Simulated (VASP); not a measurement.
# CuO (Cccm) in VASP: settings compared, part 3 of 3

VASP 6.6.1. Earlier steps stand in the parts before.

## (4) Relaxation of cell and atoms, RPBE

File INCAR:

```
PREC = Accurate
ENCUT = 600
EDIFF = 1E-7
ISMEAR = -1
SIGMA = 0.05
LREAL = F
LASPH = T
NELM = 100
ALGO = Normal
ISIF = 3
LWAVE = F
LCHARG = F
GGA = RP
IBRION = 2
NSW = 60
EDIFFG = -0.01
```

File KPOINTS:

```
regular mesh
0
Gamma
  9 9 5
```

File POSCAR:

```
CuO
1.0
    1.9909680000     -2.1535500000      0.0000000000
    1.9909680000      2.1535500000      0.0000000000
    0.0000000000      0.0000000000      5.1559280000
Cu O
2 2
Direct
    0.5000000000      0.0000000000      0.0000000000
    0.0000000000      0.5000000000      0.5000000000
    0.5000000000      0.5000000000      0.2500000000
    0.5000000000      0.5000000000      0.7500000000
```

Potentials or basis: VASP PAW PBE potentials, release 64 (Cu, O).

On the command line:

```bash
$ cat potpaw_PBE.64/Cu/POTCAR potpaw_PBE.64/O/POTCAR > POTCAR
$ mpirun -np 1 vasp_std > vasp.out
```

OUTCAR:

```text
PREC = Accurate
   ENCUT = 600
   EDIFF = 1E-7
   ISMEAR = -1
   LREAL = F
   LASPH = T
   NELM = 100
   ISIF = 3
   GGA = RP
   IBRION = 2
   NSW = 60
   EDIFFG = -0.01

 ion  position               nearest neighbor table
   1  0.500  0.000  0.000-   3 1.95   4 1.95   3 1.95   4 1.95
   2  0.000  0.500  0.500-   3 1.95   4 1.95   3 1.95   4 1.95
   3  0.500  0.500  0.250-   1 1.95   2 1.95   1 1.95   2 1.95
   4  0.500  0.500  0.750-   1 1.95   2 1.95   1 1.95   2 1.95

  LATTYP: Found a base centered orthorhombic cell.
 ALAT       =     3.9819360000
 B/A-ratio  =     1.0816597755
 C/A-ratio  =     1.2948294498

  Lattice vectors:

 A1 = (   1.9909680000,  -2.1535500000,   0.0000000000)
 A2 = (   1.9909680000,   2.1535500000,   0.0000000000)
 A3 = (   0.0000000000,   0.0000000000,   5.1559280000)

Analysis of symmetry for initial positions (statically):
=====================================================================
 Subroutine PRICEL returns:
 Original cell was already a primitive cell.

 Routine SETGRP: Setting up the symmetry group for a
 base centered orthorhombic supercell.

 Subroutine GETGRP returns: Found  8 space group operations
 (whereof  4 operations were pure point group operations)
 out of a pool of  8 trial point group operations.

The static configuration has the point symmetry C_2h.
 The point group associated with its full space group is D_2h.

Analysis of symmetry for dynamics (positions and initial velocities):
=====================================================================
 Subroutine PRICEL returns:
 Original cell was already a primitive cell.

 Routine SETGRP: Setting up the symmetry group for a
 base centered orthorhombic supercell.

 Subroutine GETGRP returns: Found  8 space group operations
 (whereof  4 operations were pure point group operations)
 out of a pool of  8 trial point group operations.

The dynamic configuration has the point symmetry C_2h.
 The point group associated with its full space group is D_2h.

 Subroutine INISYM returns: Found  8 space group operations
 (whereof  4 operations are pure point group operations),
[... 130 lines left out ...]
   LRPA    =     F    only Hartree local field effects (RPA)
 conjugate gradient relaxation of ions
 non-spin polarized calculation
  energy-cutoff  :      600.00
  volume of cell :       44.21
 maximum number of plane-waves:      1492
   NGX = 11   NGY = 11   NGZ = 21

--------------------------------------- Ionic step        1  -------------------------------------------

 number of electron      33.9999991 magnetization

 Free energy of the ion-electron system (eV)
  ---------------------------------------------------
  ext. energy  EPLUGINS =         0.00000000
  ---------------------------------------------------
  free energy    TOTEN  =       -17.99962443 eV

  energy without entropy =      -17.98007739  energy(sigma->0) =      -17.98985091

------------------------ aborting loop because EDIFF is reached ----------------------------------------

  FORCE on cell =-STRESS in cart. coord.  units (eV):
  Direction    XX          YY          ZZ          XY          YZ          ZX
  --------------------------------------------------------------------------------------
  -------------------------------------------------------------------------------------
  Total        1.9307475      1.7838878      2.2079973     -0.0000000      0.0000000      0.0000000
  in kB       69.9648612     64.6430794     80.0116157     -0.0000000      0.0000000      0.0000000
  external PRESSURE =      71.5398521 kB  Pullay stress =       0.0000000 kB
[... 95 lines left out ...]
  FREE ENERGIE OF THE ION-ELECTRON SYSTEM (eV)
  ---------------------------------------------------
  free  energy   TOTEN  =       -18.0449430869 eV

  energy  without entropy=      -18.0249110447  energy(sigma->0) =      -18.03492707

[... ionic steps 4 to 9 ...]

--------------------------------------- Ionic step       10  -------------------------------------------

 number of electron      34.0000041 magnetization

 E-fermi :   4.4171     XC(G=0): -10.7855

 val. band max:        4.3925888434   @ k =  -0.1111   0.1111   0.4000
 cond. band min:       4.4336544949   @ k =   0.4444   0.0000   0.2000
 fundamental gap:      0.0410656515
 Fermi energy:         4.4170921816

 k-point     1 :       0.0000    0.0000    0.0000
  band No.  band energies     occupation
      1     -15.0178      2.00000
      2     -13.8304      2.00000
      3      -3.1360      2.00000
      4      -0.6512      2.00000
      5      -0.6496      2.00000
      6       0.9999      2.00000
[... 642 lines left out ...]
--------------------------------------- Ionic step       12  -------------------------------------------

 number of electron      34.0000041 magnetization

 Free energy of the ion-electron system (eV)
  ---------------------------------------------------
  ext. energy  EPLUGINS =         0.00000000
  ---------------------------------------------------
  free energy    TOTEN  =       -18.05449663 eV

  energy without entropy =      -18.03492426  energy(sigma->0) =      -18.04471044

 E-fermi :   4.4396     XC(G=0): -10.7963

 val. band max:        4.4146867681   @ k =  -0.1111   0.1111   0.4000
 cond. band min:       4.4567359809   @ k =   0.4444   0.0000   0.2000
 fundamental gap:      0.0420492128
 Fermi energy:         4.4396302790

 k-point     1 :       0.0000    0.0000    0.0000
  band No.  band energies     occupation
      1     -15.0111      2.00000
      2     -13.8197      2.00000
      3      -3.1314      2.00000
      4      -0.6415      2.00000
      5      -0.6388      2.00000
      6       1.0126      2.00000
[... 598 lines left out ...]
  FREE ENERGIE OF THE ION-ELECTRON SYSTEM (eV)
  ---------------------------------------------------
  free  energy   TOTEN  =       -18.0544966251 eV

  energy  without entropy=      -18.0349242609  energy(sigma->0) =      -18.04471044

 reached required accuracy - stopping structural energy minimisation
```

Wall time 8.8 min (1 thread of Intel Xeon Platinum 8259CL at 2.50GHz (Skylake/Cascade Lake), shared host); peak memory 0.22 GiB.

What came out:

```
Free energy                            : -18.0545 eV
Relaxed volume                         : 11.66 Å³/atom
Relaxed cell                           : a = 2.995 Å, b = 2.995 Å, c = 5.200 Å, α = 90.00°, β = 90.00°, γ = 89.91°
Space group after relaxing (to 0.05 Å) : P4_2/mmc (No. 131)
Energy gained by relaxing              : 13.7 meV/atom
Ionic steps                            : 12
Pressure after relaxing                : 0.0 GPa
Band gap on the k mesh                 : zero (band 17 reaches 5.11 eV, above the bottom of band 18 at 4.21 eV)
```

The path:
```tsv
step	energy change (eV)	largest force (eV/Å)	pressure (GPa)	volume (Å³)
1	0.0000	0.0000	7.15	44.21
2	-0.0342	0.0000	-3.03	47.45
3	-0.0453	0.0000	0.07	46.32
4	-0.0475	0.0000	0.08	46.41
5	-0.0491	0.0000	-0.03	46.66
6	-0.0494	0.0000	-0.03	46.59
7	-0.0504	0.0000	-0.02	46.61
8	-0.0527	0.0000	-0.07	46.65
9	-0.0548	0.0000	-0.21	46.71
10	-0.0548	0.0000	-0.21	46.72
11	-0.0541	0.0000	0.84	46.33
12	-0.0549	0.0000	-0.01	46.63
```

Final structure:
```
Cu O
1.0
     2.11910   -2.11593    0.00000
     2.11910    2.11593    0.00000
     0.00000    0.00000    5.19981
Cu O
2 2
Direct
  0.50000 0.00000 0.00000
  0.00000 0.50000 0.50000
  0.50000 0.50000 0.25000
  0.50000 0.50000 0.75000
```

Levels at points of the mesh, in eV from the Fermi level:
```
           k point  band 14  band 15  band 16  band 17  band 18  band 19  band 20  band 21
(0.00, 0.00, 0.00)    -2.19    -2.14    -1.76     0.67     0.67     1.36     6.14     7.18
```

Caveat: the PAW data sets were made with another functional, which shifts forces and pressure a little; semilocal functionals often make such compounds metallic where correlation or magnetic order opens a gap, which also shifts bond lengths.

## (5) Single point, PBEsol

This run uses another cell than the first one, of 11.50 Å³/atom, 1.040 times its volume.

File INCAR:

```
ALGO = Normal
EDIFF = 1E-6
ENCUT = 700
GGA = PS
GGA_COMPAT = F
ISIF = 2
ISMEAR = -1
LASPH = T
LCHARG = F
LREAL = F
LWAVE = F
NBANDS = 33
NELM = 120
PREC = Accurate
SIGMA = 0.05
```

File KPOINTS:

```
k-points
0
Gamma
  8 8 5
```

Edit POSCAR of step 4 so:

```diff
@@ -2,4 +2,4 @@
 1.0
-    1.9909680000     -2.1535500000      0.0000000000
-    1.9909680000      2.1535500000      0.0000000000
+    2.0307873600     -2.1966210000      0.0000000000
+    2.0307873600      2.1966210000      0.0000000000
     0.0000000000      0.0000000000      5.1559280000
```

Potentials or basis: VASP PAW PBE potentials, release 64 (Cu_sv_GW, O).

On the command line:

```bash
$ cat potpaw_PBE.64/Cu_sv_GW/POTCAR potpaw_PBE.64/O/POTCAR > POTCAR
$ mpirun -np 1 vasp_std > vasp.out
```

It took 84 s on 1 thread of Intel Xeon 6975P-C (Granite Rapids), shared host; peak memory 0.29 GiB.

The run converged. Its results:

```
Free energy            : -21.5589 eV
Pressure               : -13.2 GPa
Band gap on the k mesh : zero (band 25 reaches 4.88 eV, above the bottom of band 26 at 4.03 eV)
```

Stress tensor (GPa, compression positive):
```
-11.59   0.00   0.00
  0.00 -13.78   0.00
  0.00   0.00 -14.09
```

Levels at points of the mesh, in eV from the Fermi level:
```tsv
k point	band 23	band 24	band 25	band 26	band 27	band 28
(0.00, 0.00, 0.00)	-2.15	-1.72	0.61	0.78	1.25	5.88
(0.50, 0.00, 0.00)	-1.47	-1.42	0.24	0.50	3.75	5.68
(0.50, 0.50, 0.00)	-1.56	-1.15	-1.10	1.10	2.12	7.19
```

Caveat: the PAW data sets were made with another functional, which shifts forces and pressure a little; semilocal functionals often make such compounds metallic where correlation or magnetic order opens a gap, which also shifts bond lengths. With open d or f shells a metallic result of PBEsol can be an artefact of self-interaction; +U or a hybrid may open a gap.

## (6) Relaxation of cell and atoms, PBE

File INCAR:

```
SYSTEM = CuO
PREC = Accurate
ENCUT = 600
EDIFF = 1E-6
ISMEAR = -1
SIGMA = 0.05
LREAL = .FALSE.
LASPH = .TRUE.
NELM = 80
ALGO = Normal
ISIF = 3
LWAVE = .FALSE.
LCHARG = .FALSE.
GGA = PE
IBRION = 2
NSW = 80
EDIFFG = -0.02
```

File KPOINTS:

```
Automatic mesh
0
G
  7 7 4
  0 0 0
```

Edit POSCAR of step 5 so:

```diff
@@ -2,4 +2,4 @@
 1.0
-    2.0307873600     -2.1966210000      0.0000000000
-    2.0307873600      2.1966210000      0.0000000000
+    1.9909680000     -2.1535500000      0.0000000000
+    1.9909680000      2.1535500000      0.0000000000
     0.0000000000      0.0000000000      5.1559280000
```

Potentials or basis: VASP PAW PBE potentials, release 64 (Cu, O).

On the command line:

```bash
$ cat potpaw_PBE.64/Cu/POTCAR potpaw_PBE.64/O/POTCAR > POTCAR
$ mpirun -np 1 vasp_std > vasp.out
```

Run time: 7 min. Hardware: 1 thread of Intel Xeon Platinum 8259CL at 2.50GHz (Skylake/Cascade Lake), shared host; peak memory 0.2 GiB.

Results (log left out):

- Free energy: -19.7515 eV
- Relaxed volume: 11.24 Å³/atom
- Relaxed cell: a = 2.950 Å, b = 2.950 Å, c = 5.165 Å, α = 90.00°, β = 90.00°, γ = 89.75°
- Space group after relaxing (to 0.05 Å): P4_2/mmc (No. 131)
- Energy gained by relaxing: 2.6 meV/atom
- Ionic steps: 15
- Pressure after relaxing: 0.0 GPa
- Band gap on the k mesh: zero (band 17 reaches 5.37 eV, above the bottom of band 18 at 4.23 eV)

Step by step:
```csv
step,energy change (eV),largest force (eV/Å),pressure (GPa),volume (Å³)
1,0.0000,0.0000,1.92,44.21
2,-0.0030,0.0000,-0.99,45.07
3,-0.0037,0.0000,-0.11,44.81
4,-0.0037,0.0000,-0.04,44.79
5,-0.0044,0.0000,0.05,44.83
6,-0.0059,0.0000,-0.01,44.92
7,-0.0055,0.0000,-0.10,45.11
8,-0.0062,0.0000,0.11,45.00
9,-0.0068,0.0000,-0.21,45.06
10,-0.0077,0.0000,-1.03,45.24
11,-0.0080,0.0000,-0.88,45.23
12,-0.0088,0.0000,-0.58,45.17
13,-0.0099,0.0000,-0.19,45.06
14,-0.0098,0.0000,0.25,44.82
15,-0.0102,0.0000,-0.01,44.96
```

Final structure:
```
CELL_PARAMETERS angstrom
2.09074 -2.08174 0.00000
2.09074 2.08174 0.00000
0.00000 0.00000 5.16484
ATOMIC_POSITIONS crystal
Cu 0.50000 0.00000 0.00000
Cu 0.00000 0.50000 0.50000
O 0.50000 0.50000 0.25000
O 0.50000 0.50000 0.75000
```

Levels at points of the mesh, in eV from the Fermi level:
| k point | band 15 | band 16 | band 17 | band 18 | band 19 | band 20 |
| --- | --- | --- | --- | --- | --- | --- |
| (0.00, 0.00, 0.00) | -2.27 | -1.90 | 0.64 | 0.65 | 1.36 | 6.08 |
| (0.00, 0.00, 0.50) | -1.55 | -1.55 | 0.09 | 0.09 | 3.43 | 3.43 |

Caveat: semilocal functionals often make such compounds metallic where correlation or magnetic order opens a gap, which also shifts bond lengths.

## (7) Summary

| task | level | potentials or basis | cell | k mesh | cutoff (eV) | second run | gap on the mesh (eV) | pressure (GPa) | relaxed volume (Å³/atom) |
| --- | --- | --- | --- | --- | --- | --- | --- | --- | --- |
| relaxation of cell and atoms | LDA | VASP PAW LDA potentials, release 64 (Cu, O) | relaxed from a = 2.933, b = 2.933, c = 5.156 Å, angles 90.0, 90.0, 94.5°, 4 atoms | 9 × 9 × 5 | 600 | - | none | 0.0 | 10.31 |
| relaxation of cell and atoms | PBEsol | VASP PAW PBE potentials, release 64 (Cu, O) | relaxed from a = 2.933, b = 2.933, c = 5.156 Å, angles 90.0, 90.0, 94.5°, 4 atoms | 9 × 9 × 5 | 600 | - | none | 0.0 | 10.70 |
| relaxation of cell and atoms | RPBE | VASP PAW PBE potentials, release 64 (Cu, O) | relaxed from a = 2.933, b = 2.933, c = 5.156 Å, angles 90.0, 90.0, 94.5°, 4 atoms | 9 × 9 × 5 | 600 | - | none | 0.0 | 11.66 |
| single point | PBEsol | VASP PAW PBE potentials, release 64 (Cu_sv_GW, O) | a = 2.992, b = 2.992, c = 5.156 Å, angles 90.0, 90.0, 94.5°, 4 atoms | 8 × 8 × 5 | 700 | valence_matched | none | -13.2 | - |
| relaxation of cell and atoms | PBE | VASP PAW PBE potentials, release 64 (Cu, O) | relaxed from a = 2.933, b = 2.933, c = 5.156 Å, angles 90.0, 90.0, 94.5°, 4 atoms | 7 × 7 × 4 | 600 | - | none | 0.0 | 11.24 |

Alike in all rows: no spin polarisation; smearing fermi-dirac 0.05 eV.

Caveats: semilocal functionals often make such compounds metallic where correlation or magnetic order opens a gap, which also shifts bond lengths; the PAW data sets were made with another functional, which shifts forces and pressure a little (some runs).

Absolute energies hang on the potentials; compare differences alone.
